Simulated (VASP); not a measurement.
# Na5CuTe4 (F-43m) in VASP: further runs

Na5CuTe4 is run at these levels: PBE; tasks: single point.

All numbers are computed with VASP 6.6.1; they aren't measurements. Logs are shortened: lines on timing, memory, paths and dates and some standing lists are left out, and cuts for length are marked.

## 1. The cell of the first run

Symmetry: F-43m, No. 216, cubic system. The conventional cell has a = 10.360 Å, b = 10.360 Å, c = 10.360 Å, α = 90.00°, β = 90.00°, γ = 90.00°. Na (site symmetry 3m) has 1 Na at 2.15 Å within 2.8 Å. Within 2.8 Å of Na (site symmetry -43m) lie 4 Na at 2.15 Å. Within 3.0 Å of Cu (site symmetry -43m) lie 4 Te at 2.24 Å. Te (site symmetry 3m) has 1 Cu at 2.24 Å within 3.0 Å.

## 2. Single point, PBE

The input, INCAR:

```
PREC = Accurate ; ENCUT = 520
EDIFF = 1E-6 ; ISMEAR = 0
SIGMA = 0.1 ; LREAL = False
LASPH = True ; NELM = 80
ALGO = Fast ; ISIF = 2
LWAVE = False ; LCHARG = True
GGA = PE ; LELF = True
LVHAR = True ; NBANDS = 46
```

The input, KPOINTS:

```
Automatic mesh
0
Gamma
  4 4 4
```

The input, POSCAR:

```
Na5CuTe4
1.0
    0.0000000000      5.1801616500      5.1801616500
    5.1801616500      0.0000000000      5.1801616500
    5.1801616500      5.1801616500      0.0000000000
Na Cu Te
5 1 4
Direct
    0.8802819600      0.8802819600      0.8802819600
    0.8802819600      0.8802819600      0.3591541300
    0.8802819600      0.3591541300      0.8802819600
    0.3591541300      0.8802819600      0.8802819600
    0.0000000000      0.0000000000      0.0000000000
    0.2500000000      0.2500000000      0.2500000000
    0.3748452100      0.3748452100      0.3748452100
    0.3748452100      0.3748452100      0.8754643600
    0.3748452100      0.8754643600      0.3748452100
    0.8754643600      0.3748452100      0.3748452100
```

Potentials or basis: VASP PAW PBE potentials, release 64 (Na_pv, Cu, Te).

Started as:

```console
$ cat potpaw_PBE.64/Na_pv/POTCAR potpaw_PBE.64/Cu/POTCAR potpaw_PBE.64/Te/POTCAR > POTCAR
$ mpirun -np 1 vasp_std > vasp.out
```

OUTCAR:

```text
PREC = Accurate
   ENCUT = 520
   EDIFF = 1E-6
   ISMEAR = 0
   LREAL = False
   LASPH = True
   NELM = 80
   ISIF = 2
   GGA = PE

 ion  position               nearest neighbor table
   1  0.880  0.880  0.880-   5 2.15
   2  0.880  0.880  0.359-   5 2.15
   3  0.880  0.359  0.880-   5 2.15
   4  0.359  0.880  0.880-   5 2.15
   5  0.000  0.000  0.000-   1 2.15   2 2.15   3 2.15   4 2.15
   6  0.250  0.250  0.250-   7 2.24   8 2.24   9 2.24  10 2.24
   7  0.375  0.375  0.375-   6 2.24   8 3.66   9 3.66  10 3.66   9 3.67   8 3.67  10 3.67
   8  0.375  0.375  0.875-   6 2.24   7 3.66   9 3.66  10 3.66  10 3.67   9 3.67   7 3.67
   9  0.375  0.875  0.375-   6 2.24   7 3.66   8 3.66  10 3.66  10 3.67   8 3.67   7 3.67
  10  0.875  0.375  0.375-   6 2.24   7 3.66   8 3.66   9 3.66   9 3.67   8 3.67   7 3.67

  LATTYP: Found a face centered cubic cell.
 ALAT       =    10.3603233000

  Lattice vectors:

 A1 = (   0.0000000000,   5.1801616500,   5.1801616500)
 A2 = (   5.1801616500,   0.0000000000,   5.1801616500)
 A3 = (   5.1801616500,   5.1801616500,   0.0000000000)

Analysis of symmetry for initial positions (statically):
=====================================================================
 Subroutine PRICEL returns:
 Original cell was already a primitive cell.

 Routine SETGRP: Setting up the symmetry group for a
 face centered cubic supercell.

 Subroutine GETGRP returns: Found 24 space group operations
 (whereof 24 operations were pure point group operations)
 out of a pool of 48 trial point group operations.

The static configuration has the point symmetry T_d .

Analysis of symmetry for dynamics (positions and initial velocities):
=====================================================================
 Subroutine PRICEL returns:
 Original cell was already a primitive cell.

 Routine SETGRP: Setting up the symmetry group for a
 face centered cubic supercell.

 Subroutine GETGRP returns: Found 24 space group operations
 (whereof 24 operations were pure point group operations)
 out of a pool of 48 trial point group operations.

The dynamic configuration has the point symmetry T_d .

 Subroutine INISYM returns: Found 24 space group operations
 (whereof 24 operations are pure point group operations),
 and found     1 'primitive' translations

----------------------------------------------------------------------------------------

                                     Primitive cell

  volume of cell :     278.0097

  direct lattice vectors                    reciprocal lattice vectors
     0.000000000  5.180161650  5.180161650    -0.096522084  0.096522084  0.096522084
     5.180161650  0.000000000  5.180161650     0.096522084 -0.096522084  0.096522084
     5.180161650  5.180161650  0.000000000     0.096522084  0.096522084 -0.096522084

  length of vectors
     7.325854861  7.325854861  7.325854861     0.167181154  0.167181154  0.167181154

  position of ions in fractional coordinates (direct lattice)
     0.880281960  0.880281960  0.880281960
     0.880281960  0.880281960  0.359154130
     0.880281960  0.359154130  0.880281960
     0.359154130  0.880281960  0.880281960
     0.000000000  0.000000000  0.000000000
     0.250000000  0.250000000  0.250000000
     0.374845210  0.374845210  0.374845210
     0.374845210  0.374845210  0.875464360
     0.374845210  0.875464360  0.374845210
     0.875464360  0.374845210  0.374845210

  ion indices of the primitive-cell ions
   primitive index   ion index
                 1           1
                 2           2
                 3           3
                 4           4
                 5           5
                 6           6
                 7           7
                 8           8
                 9           9
                10          10

----------------------------------------------------------------------------------------

 KPOINTS: Automatic mesh

Automatic generation of k-mesh.
 Grid dimensions read from file:
 generate k-points for:    4    4    4

 Generating k-lattice:

  Cartesian coordinates                     Fractional coordinates (reciprocal lattice)
    -0.024130521  0.024130521  0.024130521     0.250000000  0.000000000  0.000000000
     0.024130521 -0.024130521  0.024130521     0.000000000  0.250000000  0.000000000
     0.024130521  0.024130521 -0.024130521     0.000000000  0.000000000  0.250000000

  Length of vectors
     0.041795289  0.041795289  0.041795289

  Shift w.r.t. Gamma in fractional coordinates (k-lattice)
     0.000000000  0.000000000  0.000000000

 Subroutine IBZKPT returns following result:
 ===========================================

 Found      8 irreducible k-points:

 Following reciprocal coordinates:
            Coordinates               Weight
  0.000000  0.000000  0.000000      1.000000
  0.250000  0.000000  0.000000      8.000000
  0.500000  0.000000  0.000000      4.000000
  0.250000  0.250000  0.000000      6.000000
  0.500000  0.250000  0.000000     24.000000
 -0.250000  0.250000  0.000000     12.000000
  0.500000  0.500000  0.000000      3.000000
 -0.250000  0.500000  0.250000      6.000000
   k-points           NKPTS =      8   k-points in BZ     NKDIM =      8   number of bands    NBANDS=     46
   number of dos      NEDOS =    301   number of ions     NIONS =     10
   total plane-waves  NPLWV = 157464
   dimension x,y,z NGX =    54 NGY =   54 NGZ =   54
   dimension x,y,z NGXF=   108 NGYF=  108 NGZF=  108
   ions per type =               5   1   4
   NGX,Y,Z   is equivalent  to a cutoff of  12.25, 12.25, 12.25 a.u.
   NGXF,Y,Z  is equivalent  to a cutoff of  24.51, 24.51, 24.51 a.u.
 SYSTEM =  unknown system
   PREC   = accura    normal or accurate (medium, high low for compatibility)
   ISTART =      0    job   : 0-new  1-cont  2-samecut
   ICHARG =      2    charge: 1-file 2-atom 10-const
   ISPIN  =      1    spin polarized calculation?
   LNONCOLLINEAR =      F non collinear calculations
   LSORBIT =      F    spin-orbit coupling
   LASPH  =      T    aspherical Exc in radial PAW
   ENCUT  =  520.0 eV  38.22 Ry    6.18 a.u.  13.62 13.62 13.62*2*pi/ulx,y,z
   NELM   =     80;   NELMIN=  2; NELMDL= -5     # of ELM steps
   EDIFF  = 0.1E-05   stopping-criterion for ELM
   LREAL  =      F    real-space projection
   EDIFFG = 0.1E-04   stopping-criterion for IOM
   NSW    =      0    number of steps for IOM
   IBRION =     -1    ionic relax: 0-MD 1-quasi-New 2-CG
   NFREE  =      0    steps in history (QN), initial steepest desc. (CG)
   ISIF   =      2    stress and relaxation
   ISYM   =      2    0-nonsym 1-usesym 2-fastsym
   POTIM  = 0.5000    time-step for ionic-motion
   TEBEG  =    0.0;   TEEND  =   0.0 temperature during run
   PSTRESS=    0.0 pullay stress
   NELECT =      70.0000    total number of electrons
   NUPDOWN=      -1.0000    fix difference up-down
   EMIN   =  10.00;   EMAX   =-10.00  energy-range for DOS
   EFERMI =   0.00;   METHOD = LEGACY
   ISMEAR =     0;   SIGMA  =   0.10  broadening in eV -4-tet -1-fermi 0-gaus
   EFERMI_NEDOS =   21; number of points for ismear=-14 and -15
   IALGO  =     68    algorithm
   IMIX   =      4    mixing-type and parameters
     AMIX     =   0.40;   BMIX     =  1.00
     AMIX_MAG =   1.60;   BMIX_MAG =  1.00
  volume/ion in A,a.u.               =      27.80       187.61
  Fermi-wavevector in a.u.,A,eV,Ry     =   1.033763  1.953528 14.540075  1.068665
  Thomas-Fermi vector in A             =   2.168025
   LORBIT       =      0    0 simple, 1 ext, 2 COOP (PROOUT), +10 PAW based schemes
   GGA     = PE    functional components
   LHFCALC =     F    Hartree Fock is set to
   AEXX    =    0.0000 exact exchange contribution
   IVDW    =     0    specifies the selected vdW correction
   LEPSILON=     F    determine dielectric tensor
   LRPA    =     F    only Hartree local field effects (RPA)
 non-spin polarized calculation
 RMM-DIIS sequential band-by-band and
 Gauss-broadening in eV      SIGMA  =   0.10
  energy-cutoff  :      520.00
  volume of cell :      278.01
 maximum number of plane-waves:      7583
   NGX = 27   NGY = 27   NGZ = 27

 number of electron      69.9999974 magnetization

 Free energy of the ion-electron system (eV)
  ---------------------------------------------------
  ext. energy  EPLUGINS =         0.00000000
  ---------------------------------------------------
  free energy    TOTEN  =       -18.13250879 eV

  energy without entropy =      -18.10347193  energy(sigma->0) =      -18.11799036

 E-fermi :   4.0165     XC(G=0):  -8.3809

 val. band max:        4.0094669338   @ k =   0.0000   0.0000   0.0000
 cond. band min:       4.0196604816   @ k =   0.2500   0.0000   0.0000
 fundamental gap:      0.0101935478
 Fermi energy:         4.0165425294

 k-point     1 :       0.0000    0.0000    0.0000
  band No.  band energies     occupation
      1     -24.0167      2.00000
      2     -24.0167      2.00000
      3     -24.0167      2.00000
      4     -22.0463      2.00000
      5     -21.9011      2.00000
      6     -21.9011      2.00000
[... 38 lines left out ...]
     45       8.6569      0.00000
     46       8.9863      0.00000

 k-point     2 :       0.2500    0.0000    0.0000
  band No.  band energies     occupation
      1     -24.0168      2.00000
      2     -24.0167      2.00000
      3     -24.0166      2.00000
      4     -22.0431      2.00000
      5     -21.9048      2.00000
      6     -21.9014      2.00000
[... 38 lines left out ...]
     45       8.8624      0.00000
     46       9.0252      0.00000

 k-point     3 :       0.5000    0.0000    0.0000
  band No.  band energies     occupation
      1     -24.0169      2.00000
      2     -24.0166      2.00000
      3     -24.0166      2.00000
      4     -22.0396      2.00000
      5     -21.9087      2.00000
      6     -21.9017      2.00000
[... 234 lines left out ...]
     45       9.4323      0.00000
     46       9.4494      0.00000

 k-point     8 :      -0.2500    0.5000    0.2500
  band No.  band energies     occupation
      1     -24.0170      2.00000
      2     -24.0166      2.00000
      3     -24.0166      2.00000
      4     -22.0372      2.00000
      5     -21.9106      2.00000
      6     -21.9024      2.00000
[... 38 lines left out ...]
     45       8.7720      0.00000
     46       8.8594      0.00000

------------------------ aborting loop because EDIFF is reached ----------------------------------------

  FORCE on cell =-STRESS in cart. coord.  units (eV):
  Direction    XX          YY          ZZ          XY          YZ          ZX
  --------------------------------------------------------------------------------------
  -------------------------------------------------------------------------------------
  Total       16.6630670     16.6630670     16.6630670     -0.0000000      0.0000000     -0.0000000
  in kB       96.0297042     96.0297042     96.0297042     -0.0000000      0.0000000     -0.0000000
  external PRESSURE =      96.0297042 kB  Pullay stress =       0.0000000 kB

 VOLUME and BASIS-vectors are now :
 -----------------------------------------------------------------------------
  energy-cutoff  :      520.00
  volume of cell :      278.01
      direct lattice vectors                 reciprocal lattice vectors
     0.000000000  5.180161650  5.180161650    -0.096522084  0.096522084  0.096522084
     5.180161650  0.000000000  5.180161650     0.096522084 -0.096522084  0.096522084
     5.180161650  5.180161650  0.000000000     0.096522084  0.096522084 -0.096522084

 POSITION                                       TOTAL-FORCE (eV/Angst)
 -----------------------------------------------------------------------------------
      9.12001      9.12001      9.12001        -1.434562     -1.434562     -1.434562
      6.42048      6.42048      9.12001         1.434562      1.434562     -1.434562
      6.42048      9.12001      6.42048         1.434562     -1.434562      1.434562
      9.12001      6.42048      6.42048        -1.434562      1.434562      1.434562
      0.00000      0.00000      0.00000         0.000000      0.000000      0.000000
      2.59008      2.59008      2.59008         0.000000      0.000000      0.000000
      3.88352      3.88352      3.88352         2.049896      2.049896      2.049896
      6.47681      6.47681      3.88352        -2.049896     -2.049896      2.049896
      6.47681      3.88352      6.47681        -2.049896      2.049896     -2.049896
      3.88352      6.47681      6.47681         2.049896     -2.049896     -2.049896
 -----------------------------------------------------------------------------------
    total drift:                                0.000002      0.000002      0.000003

  FREE ENERGIE OF THE ION-ELECTRON SYSTEM (eV)
  ---------------------------------------------------
  free  energy   TOTEN  =       -18.1325087895 eV

  energy  without entropy=      -18.1034719261  energy(sigma->0) =      -18.11799036
```

Run time: 2.1 min. Hardware: 1 thread of AMD EPYC 9R45 (Zen 5), shared host; peak memory 0.41 GiB.

Results:

```
Free energy            : -18.1325 eV
Pressure               : 9.6 GPa
Largest force          : 3.551 eV/Å
Band gap on the k mesh : zero (band 35 reaches 4.69 eV, above the bottom of band 36 at 3.95 eV)
```

Forces on the atoms (eV/Å):
```
Na  -1.435 -1.435 -1.435
Na   1.435  1.435 -1.435
Na   1.435 -1.435  1.435
Na  -1.435  1.435  1.435
Na   0.000  0.000  0.000
Cu   0.000  0.000  0.000
Te   2.050  2.050  2.050
Te  -2.050 -2.050  2.050
Te  -2.050  2.050 -2.050
Te   2.050 -2.050 -2.050
```

Levels at points of the mesh, in eV from the Fermi level:
| k point | band 31 | band 32 | band 33 | band 34 | band 35 | band 36 | band 37 | band 38 |
| --- | --- | --- | --- | --- | --- | --- | --- | --- |
| (0.00, 0.00, 0.00) | -1.81 | -0.01 | -0.01 | -0.01 | 0.67 | 0.67 | 0.67 | 0.94 |
| (0.50, 0.00, 0.00) | -1.92 | -1.73 | -1.73 | -0.67 | 0.01 | 0.55 | 0.66 | 0.66 |
| (0.50, 0.50, 0.00) | -1.93 | -1.93 | -1.74 | -1.26 | 0.31 | 0.55 | 0.55 | 0.89 |

Caveat: spin-orbit coupling is left out, which moves the levels of the heavy elements; forces of over 1 eV/Å act on the atoms, so gaps and moduli don't describe the material at rest.

## 3. Single point, PBE

This run uses another cell than the first one, of 31.75 Å³/atom, 1.142 times its volume.

The input, INCAR:

```
SYSTEM = Na5CuTe4
ALGO = Fast ; EDIFF = 1E-6
ENCUT = 520 ; GGA = PE
ISIF = 2 ; ISMEAR = 0
LASPH = .True. ; LCHARG = .False.
LREAL = .False. ; LWAVE = .False.
NBANDS = 46 ; NELM = 60
PREC = Accurate ; SIGMA = 0.1
```

The input, KPOINTS:

```
k-points
0
Gamma
  4 4 4
  0 0 0
```

The input, POSCAR:

```
Na5CuTe4
1.0
    0.0000000000      5.4147473136      5.4147473136
    5.4147473136      0.0000000000      5.4147473136
    5.4147473136      5.4147473136      0.0000000000
Na Cu Te
5 1 4
Direct
    0.8534345827      0.8534345827      0.8534345827
    0.8534345827      0.8534345827      0.4396962520
    0.8534345827      0.4396962520      0.8534345827
    0.4396962520      0.8534345827      0.8534345827
    0.0000000000      0.0000000000      0.0000000000
    0.2500000000      0.2500000000      0.2500000000
    0.3842687712      0.3842687712      0.3842687712
    0.3842687712      0.3842687712      0.8471936864
    0.3842687712      0.8471936864      0.3842687712
    0.8471936864      0.3842687712      0.3842687712
```

Potentials or basis: VASP PAW PBE potentials, release 64 (Na_pv, Cu, Te).

Started as:

```console
$ cat potpaw_PBE.64/Na_pv/POTCAR potpaw_PBE.64/Cu/POTCAR potpaw_PBE.64/Te/POTCAR > POTCAR
$ mpirun -np 1 vasp_std > vasp.out
```

Wall time 3.3 min (1 thread of AMD EPYC 9R45 (Zen 5), shared host); peak memory 0.52 GiB.

Results (log left out):

```yaml
Free_energy: -22.0863 eV
Pressure: 0.2 GPa
Largest_force: 0.021 eV/Å
Band_gap_on_the_k_mesh: zero (band 35 reaches 3.49 eV, above the bottom of band 36 at 2.78 eV)
```

Forces in eV/Å, atoms in the order of the input:
```
Na   0.012  0.012  0.012
Na  -0.012 -0.012  0.012
Na  -0.012  0.012 -0.012
Na   0.012 -0.012 -0.012
Na   0.000  0.000  0.000
Cu   0.000  0.000  0.000
Te  -0.009 -0.009 -0.009
Te   0.009  0.009 -0.009
Te   0.009 -0.009  0.009
Te  -0.009  0.009  0.009
```

Levels at points of the mesh, in eV from the Fermi level:
```tsv
k point	band 30	band 31	band 32	band 33	band 34	band 35	band 36	band 37	band 38	band 39
(0.00, 0.00, 0.00)	-1.87	-1.62	0.08	0.08	0.08	0.63	0.66	0.66	0.66	1.25
(0.50, 0.00, 0.00)	-1.80	-1.71	-1.18	-1.18	-0.53	0.09	0.18	0.63	0.63	1.77
(0.50, 0.50, 0.00)	-1.68	-1.67	-1.65	-1.65	-0.75	0.33	0.33	0.53	0.53	2.31
```

Caveat: spin-orbit coupling is left out, which moves the levels of the heavy elements.
